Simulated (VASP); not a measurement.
MnSi:

```
Mn Si
1.0
     3.75119    0.00000    0.00000
    -1.87560    3.24863    0.00000
     0.00000    0.00000    4.90539
Mn Si
2 2
Direct
  0.33333 0.66667 0.75000
  0.66667 0.33333 0.25000
  0.00000 0.00000 0.00000
  0.00000 0.00000 0.50000
```

The cell was built from a structure type or drawn by symmetry, and may not be a known phase.

```yaml
Program: VASP 6.6.1
Task: relaxation of cell and atoms
Functional: PBE
Potentials_or_basis: VASP PAW PBE potentials, release 64 (Mn_pv, Si)
Cutoff: 600 eV
k_mesh: 6 × 6 × 4
Occupations: gaussian, width 0.1 eV
Spin: collinear spin, ferromagnetic start
Starting_moments: "[4.0, 4.0, 0.0, 0.0] μB"
```

At the start: pressure -4.6 GPa; volume 14.94 Å³/atom.

Problem. How do energy, volume and symmetry change on relaxing?

Solution. Over 5 steps the energy falls by 10.6 meV/atom and the volume is 14.24 Å³/atom (-4.7 %); space group P6_3/mmc (No. 194, to 0.1 Å) before and after; moment 5.25 μB per cell.

The path:
```tsv
step	energy change (eV)	largest force (eV/Å)	pressure (GPa)	volume (Å³)
1	0.0000	0.0000	-4.55	59.78
2	-0.0393	0.0000	1.20	56.18
3	-0.0417	0.0000	0.13	56.88
4	-0.0417	0.0000	0.04	56.94
5	-0.0425	0.0000	-0.01	56.96
```

Final structure:
```xyz
4
Lattice="3.6786 0.0000 0.0000 -1.8393 3.1857 0.0000 0.0000 0.0000 4.8606" Properties=species:S:1:pos:R:3 pbc="T T T"
Mn    0.0000    2.1238    3.6454
Mn    1.8393    1.0619    1.2151
Si    3.6786    0.0000    0.0000
Si    3.6786    0.0000    2.4303
```
